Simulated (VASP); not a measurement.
# Hg2O (R3m) in VASP: single point with PBE

Aim: the single point of Hg2O with PBE.

All numbers are computed with VASP 6.6.1; they aren't measurements. Logs are shortened: lines on timing, memory, paths and dates and some standing lists are left out, and cuts for length are marked.

**1. The cell of the first run**

It takes space group R3m (No. 160, trigonal). Conventional cell: a = 4.603 Å, b = 4.603 Å, c = 9.219 Å, α = 90.00°, β = 90.00°, γ = 120.00°. Hg (site symmetry 3m) has 4 O at 2.46 to 2.73 Å and 3 Hg at 2.92 Å within 3.2 Å. Within 3.3 Å of Hg (site symmetry 3m) lie 4 O at 2.47 to 2.72 Å and 6 Hg at 2.92 to 3.24 Å. O (site symmetry 3m) has 8 Hg at 2.46 to 2.73 Å within 3.2 Å.

**2. Single point, PBE**

Contents of INCAR:

```
ALGO = Normal ; EDIFF = 1E-6
ENCUT = 600 ; GGA = PE
GGA_COMPAT = False ; ISIF = 2
ISMEAR = 0 ; LASPH = True
LCHARG = False ; LREAL = False
LWAVE = False ; NBANDS = 22
NELM = 120 ; PREC = Accurate
SIGMA = 0.15
```

Contents of KPOINTS:

```
k-points
0
Gamma
  4 4 4
```

Contents of POSCAR:

```
Hg2O
1.0
    2.3014364020      1.3287349262      3.0728378218
   -2.3014364020      1.3287349262      3.0728378218
    0.0000000000     -2.6574698525      3.0728378218
Hg O
2 1
Direct
    0.5648615479      0.5648615479      0.5648615479
    0.0994096284      0.0994096284      0.0994096284
    0.8312831337      0.8312831337      0.8312831337
```

Potentials or basis: VASP PAW PBE potentials, release 64 (Hg, O).

Launch:

```bash
> cat potpaw_PBE.64/Hg/POTCAR potpaw_PBE.64/O/POTCAR > POTCAR
> mpirun -np 1 vasp_std > vasp.out
```

OUTCAR:

```text
EDIFF = 1E-6
   ENCUT = 600
   GGA = PE
   ISIF = 2
   ISMEAR = 0
   LASPH = True
   LREAL = False
   NELM = 120
   PREC = Accurate

 ion  position               nearest neighbor table
   1  0.565  0.565  0.565-   3 2.46   3 2.73   3 2.73   3 2.73   2 2.92   2 2.92   2 2.92   2 3.24
                             2 3.24   2 3.24
   2  0.099  0.099  0.099-   3 2.47   3 2.72   3 2.72   3 2.72   1 2.92   1 2.92   1 2.92   1 3.24
                             1 3.24   1 3.24
   3  0.831  0.831  0.831-   1 2.46   2 2.47   2 2.72   2 2.72   2 2.72   1 2.73   1 2.73   1 2.73

  LATTYP: Found a trigonal (rhomboedric) cell.
 ALAT       =     4.0625704050
 COS(alpha) =     0.3581609285

  Lattice vectors:

 A1 = (   2.3014364020,   1.3287349262,   3.0728378218)
 A2 = (  -2.3014364020,   1.3287349262,   3.0728378218)
 A3 = (   0.0000000000,  -2.6574698525,   3.0728378218)

Analysis of symmetry for initial positions (statically):
=====================================================================
 Subroutine PRICEL returns:
 Original cell was already a primitive cell.

 Routine SETGRP: Setting up the symmetry group for a
 trigonal (rhombohedral) supercell.

 Subroutine GETGRP returns: Found  6 space group operations
 (whereof  6 operations were pure point group operations)
 out of a pool of 12 trial point group operations.

The static configuration has the point symmetry C_3v.

Analysis of symmetry for dynamics (positions and initial velocities):
=====================================================================
 Subroutine PRICEL returns:
 Original cell was already a primitive cell.

 Routine SETGRP: Setting up the symmetry group for a
 trigonal (rhombohedral) supercell.

 Subroutine GETGRP returns: Found  6 space group operations
 (whereof  6 operations were pure point group operations)
 out of a pool of 12 trial point group operations.

The dynamic configuration has the point symmetry C_3v.

 Subroutine INISYM returns: Found  6 space group operations
 (whereof  6 operations are pure point group operations),
 and found     1 'primitive' translations

----------------------------------------------------------------------------------------

                                     Primitive cell

  volume of cell :      56.3804

  direct lattice vectors                    reciprocal lattice vectors
     2.301436402  1.328734926  3.072837822     0.217255623  0.125432593  0.108477360
    -2.301436402  1.328734926  3.072837822    -0.217255623  0.125432593  0.108477360
     0.000000000 -2.657469852  3.072837822     0.000000000 -0.250865185  0.108477360

  length of vectors
     4.062570405  4.062570405  4.062570405     0.273314249  0.273314249  0.273314249

  position of ions in fractional coordinates (direct lattice)
     0.564861548  0.564861548  0.564861548
     0.099409628  0.099409628  0.099409628
     0.831283134  0.831283134  0.831283134

  ion indices of the primitive-cell ions
   primitive index   ion index
                 1           1
                 2           2
                 3           3

----------------------------------------------------------------------------------------

 KPOINTS: k-points

Automatic generation of k-mesh.
 Grid dimensions read from file:
 generate k-points for:    4    4    4

 Generating k-lattice:

  Cartesian coordinates                     Fractional coordinates (reciprocal lattice)
     0.054313906  0.031358148  0.027119340     0.250000000 -0.000000000 -0.000000000
    -0.054313906  0.031358148  0.027119340    -0.000000000  0.250000000 -0.000000000
     0.000000000 -0.062716296  0.027119340     0.000000000  0.000000000  0.250000000

  Length of vectors
     0.068328562  0.068328562  0.068328562

  Shift w.r.t. Gamma in fractional coordinates (k-lattice)
     0.000000000  0.000000000  0.000000000

 Subroutine IBZKPT returns following result:
 ===========================================

 Found     13 irreducible k-points:

 Following reciprocal coordinates:
            Coordinates               Weight
  0.000000  0.000000  0.000000      1.000000
  0.250000  0.000000  0.000000      6.000000
  0.500000  0.000000  0.000000      3.000000
  0.250000  0.250000  0.000000      6.000000
  0.500000  0.250000  0.000000     12.000000
 -0.250000  0.250000  0.000000      6.000000
  0.500000  0.500000  0.000000      3.000000
  0.250000  0.250000  0.250000      2.000000
  0.500000  0.250000  0.250000      6.000000
 -0.250000  0.250000  0.250000      6.000000
  0.500000  0.500000  0.250000      6.000000
 -0.250000  0.500000  0.250000      6.000000
  0.500000  0.500000  0.500000      1.000000
   k-points           NKPTS =     13   k-points in BZ     NKDIM =     13   number of bands    NBANDS=     22
   number of dos      NEDOS =    301   number of ions     NIONS =      3
   total plane-waves  NPLWV =  32768
   dimension x,y,z NGX =    32 NGY =   32 NGZ =   32
   dimension x,y,z NGXF=    64 NGYF=   64 NGZF=   64
   ions per type =               2   1
   NGX,Y,Z   is equivalent  to a cutoff of  13.09, 13.09, 13.09 a.u.
   NGXF,Y,Z  is equivalent  to a cutoff of  26.19, 26.19, 26.19 a.u.
 SYSTEM =  unknown system
   PREC   = accura    normal or accurate (medium, high low for compatibility)
   ISTART =      0    job   : 0-new  1-cont  2-samecut
   ICHARG =      2    charge: 1-file 2-atom 10-const
   ISPIN  =      1    spin polarized calculation?
   LNONCOLLINEAR =      F non collinear calculations
   LSORBIT =      F    spin-orbit coupling
   LASPH  =      T    aspherical Exc in radial PAW
   ENCUT  =  600.0 eV  44.10 Ry    6.64 a.u.   8.11  8.11  8.11*2*pi/ulx,y,z
   NELM   =    120;   NELMIN=  2; NELMDL= -5     # of ELM steps
   EDIFF  = 0.1E-05   stopping-criterion for ELM
   LREAL  =      F    real-space projection
   EDIFFG = 0.1E-04   stopping-criterion for IOM
   NSW    =      0    number of steps for IOM
   IBRION =     -1    ionic relax: 0-MD 1-quasi-New 2-CG
   NFREE  =      0    steps in history (QN), initial steepest desc. (CG)
   ISIF   =      2    stress and relaxation
   ISYM   =      2    0-nonsym 1-usesym 2-fastsym
   POTIM  = 0.5000    time-step for ionic-motion
   TEBEG  =    0.0;   TEEND  =   0.0 temperature during run
   PSTRESS=    0.0 pullay stress
   NELECT =      30.0000    total number of electrons
   NUPDOWN=      -1.0000    fix difference up-down
   EMIN   =  10.00;   EMAX   =-10.00  energy-range for DOS
   EFERMI =   0.00;   METHOD = LEGACY
   ISMEAR =     0;   SIGMA  =   0.15  broadening in eV -4-tet -1-fermi 0-gaus
   EFERMI_NEDOS =   21; number of points for ismear=-14 and -15
   IALGO  =     38    algorithm
   IMIX   =      4    mixing-type and parameters
     AMIX     =   0.40;   BMIX     =  1.00
     AMIX_MAG =   1.60;   BMIX_MAG =  1.00
  volume/ion in A,a.u.               =      18.79       126.82
  Fermi-wavevector in a.u.,A,eV,Ry     =   1.326598  2.506906 23.944362  1.759861
  Thomas-Fermi vector in A             =   2.455972
   LORBIT       =      0    0 simple, 1 ext, 2 COOP (PROOUT), +10 PAW based schemes
   GGA     = PE    functional components
   LHFCALC =     F    Hartree Fock is set to
   AEXX    =    0.0000 exact exchange contribution
   IVDW    =     0    specifies the selected vdW correction
   LEPSILON=     F    determine dielectric tensor
   LRPA    =     F    only Hartree local field effects (RPA)
 non-spin polarized calculation
 Gauss-broadening in eV      SIGMA  =   0.15
  energy-cutoff  :      600.00
  volume of cell :       56.38
 maximum number of plane-waves:      1896
   NGX = 17   NGY = 17   NGZ = 17

 number of electron      29.9999998 magnetization

 Free energy of the ion-electron system (eV)
  ---------------------------------------------------
  ext. energy  EPLUGINS =         0.00000000
  ---------------------------------------------------
  free energy    TOTEN  =        -4.91055450 eV

  energy without entropy =       -4.89175230  energy(sigma->0) =       -4.90115340

 E-fermi :   2.5115     XC(G=0): -10.7720

 val. band max:        2.4727853564   @ k =  -0.2500   0.5000   0.2500
 cond. band min:       2.6252143605   @ k =   0.5000   0.2500   0.0000
 fundamental gap:      0.1524290041
 Fermi energy:         2.5115132483

 k-point     1 :       0.0000    0.0000    0.0000
  band No.  band energies     occupation
      1     -15.1098      2.00000
      2      -5.3006      2.00000
      3      -5.3006      2.00000
      4      -5.2145      2.00000
      5      -5.2145      2.00000
      6      -4.9718      2.00000
[... 14 lines left out ...]
     21      13.0541      0.00000
     22      13.3222      0.00000

 k-point     2 :       0.2500    0.0000    0.0000
  band No.  band energies     occupation
      1     -15.0498      2.00000
      2      -5.2601      2.00000
      3      -5.0984      2.00000
      4      -5.0376      2.00000
      5      -4.9511      2.00000
      6      -4.6431      2.00000
[... 14 lines left out ...]
     21      11.8860      0.00000
     22      13.7471      0.00000

 k-point     3 :       0.5000    0.0000    0.0000
  band No.  band energies     occupation
      1     -14.9904      2.00000
      2      -4.8986      2.00000
      3      -4.6080      2.00000
      4      -4.5394      2.00000
      5      -4.4952      2.00000
      6      -4.4855      2.00000
[... 14 lines left out ...]
     21      11.4252      0.00000
     22      13.3609      0.00000

 k-point     4 :       0.2500    0.2500    0.0000
  band No.  band energies     occupation
      1     -15.0227      2.00000
      2      -5.4659      2.00000
      3      -5.2089      2.00000
      4      -4.9589      2.00000
      5      -4.7666      2.00000
      6      -4.6145      2.00000
[... 14 lines left out ...]
     21      13.4144      0.00000
     22      14.2192      0.00000

 k-point     5 :       0.5000    0.2500    0.0000
  band No.  band energies     occupation
      1     -14.9667      2.00000
      2      -5.1618      2.00000
      3      -4.9612      2.00000
      4      -4.8830      2.00000
      5      -4.6445      2.00000
      6      -4.4202      2.00000
[... 14 lines left out ...]
     21      13.5755      0.00000
     22      14.7691      0.00000

 k-point     6 :      -0.2500    0.2500    0.0000
  band No.  band energies     occupation
      1     -14.9937      2.00000
      2      -5.1019      2.00000
      3      -4.8739      2.00000
      4      -4.7500      2.00000
      5      -4.6607      2.00000
      6      -4.4910      2.00000
[... 14 lines left out ...]
     21      12.5468      0.00000
     22      15.5105      0.00000

 k-point     7 :       0.5000    0.5000    0.0000
  band No.  band energies     occupation
      1     -14.9420      2.00000
      2      -5.4966      2.00000
      3      -5.1892      2.00000
      4      -4.9919      2.00000
      5      -4.7011      2.00000
      6      -4.3103      2.00000
[... 14 lines left out ...]
     21      14.1051      0.00000
     22      16.7252      0.00000

 k-point     8 :       0.2500    0.2500    0.2500
  band No.  band energies     occupation
      1     -15.0241      2.00000
      2      -5.0800      2.00000
      3      -5.0800      2.00000
      4      -4.9682      2.00000
      5      -4.9682      2.00000
      6      -4.8345      2.00000
[... 14 lines left out ...]
     21      11.5417      0.00000
     22      12.7935      0.00000

 k-point     9 :       0.5000    0.2500    0.2500
  band No.  band energies     occupation
      1     -14.9683      2.00000
      2      -5.2625      2.00000
      3      -4.7881      2.00000
      4      -4.5830      2.00000
      5      -4.5679      2.00000
      6      -4.3779      2.00000
[... 14 lines left out ...]
     21      11.7793      0.00000
     22      14.7287      0.00000

 k-point    10 :      -0.2500    0.2500    0.2500
  band No.  band energies     occupation
      1     -14.9676      2.00000
      2      -5.1865      2.00000
      3      -4.9808      2.00000
      4      -4.8123      2.00000
      5      -4.6252      2.00000
      6      -4.2823      2.00000
[... 14 lines left out ...]
     21      13.6298      0.00000
     22      15.7515      0.00000

 k-point    11 :       0.5000    0.5000    0.2500
  band No.  band energies     occupation
      1     -14.9437      2.00000
      2      -5.0539      2.00000
      3      -5.0476      2.00000
      4      -4.9618      2.00000
      5      -4.5233      2.00000
      6      -4.2946      2.00000
[... 14 lines left out ...]
     21      12.5330      0.00000
     22      14.5776      0.00000

 k-point    12 :      -0.2500    0.5000    0.2500
  band No.  band energies     occupation
      1     -14.9423      2.00000
      2      -5.2003      2.00000
      3      -5.0961      2.00000
      4      -4.7225      2.00000
      5      -4.6201      2.00000
      6      -4.3052      2.00000
[... 14 lines left out ...]
     21      14.6405      0.00000
     22      15.1634      0.00000

 k-point    13 :       0.5000    0.5000    0.5000
  band No.  band energies     occupation
      1     -14.9456      2.00000
      2      -4.6799      2.00000
      3      -4.6799      2.00000
      4      -4.6393      2.00000
      5      -4.6393      2.00000
      6      -4.3016      2.00000
[... 14 lines left out ...]
     21      10.9748      0.00000
     22      12.4278      0.00000

------------------------ aborting loop because EDIFF is reached ----------------------------------------

  FORCE on cell =-STRESS in cart. coord.  units (eV):
  Direction    XX          YY          ZZ          XY          YZ          ZX
  --------------------------------------------------------------------------------------
  -------------------------------------------------------------------------------------
  Total        0.1095384      0.1095384      0.1653095      0.0000000     -0.0000000      0.0000000
  in kB        3.1127822      3.1127822      4.6976439      0.0000000     -0.0000000      0.0000000
  external PRESSURE =       3.6410694 kB  Pullay stress =       0.0000000 kB

 VOLUME and BASIS-vectors are now :
 -----------------------------------------------------------------------------
  energy-cutoff  :      600.00
  volume of cell :       56.38
      direct lattice vectors                 reciprocal lattice vectors
     2.301436402  1.328734926  3.072837822     0.217255623  0.125432593  0.108477360
    -2.301436402  1.328734926  3.072837822    -0.217255623  0.125432593  0.108477360
     0.000000000 -2.657469852  3.072837822     0.000000000 -0.250865185  0.108477360

 POSITION                                       TOTAL-FORCE (eV/Angst)
 -----------------------------------------------------------------------------------
      0.00000     -0.00000      5.20718         0.000000      0.000000     -0.020558
      0.00000     -0.00000      0.91641         0.000000     -0.000000      0.009689
      0.00000     -0.00000      7.66319         0.000000     -0.000000      0.010869
 -----------------------------------------------------------------------------------
    total drift:                               -0.000000      0.000000     -0.000226

  FREE ENERGIE OF THE ION-ELECTRON SYSTEM (eV)
  ---------------------------------------------------
  free  energy   TOTEN  =        -4.9105544968 eV

  energy  without entropy=       -4.8917522984  energy(sigma->0) =       -4.90115340
```

It took 7.9 s on 1 thread of Intel Xeon 6975P-C (Granite Rapids), shared host; peak memory 0.18 GiB.

What came out:

```yaml
Free_energy: -4.9106 eV
Pressure: 0.4 GPa
Largest_force: 0.021 eV/Å
Band_gap_on_the_k_mesh: 0.15 eV, indirect (least direct gap 0.56 eV)
```

Forces on the atoms (eV/Å):
```
Hg   0.000  0.000 -0.021
Hg   0.000  0.000  0.010
O    0.000  0.000  0.011
```

Caveat: the k points lie up to 0.43 Å⁻¹ apart; spin-orbit coupling is left out, which moves the levels of the heavy elements.
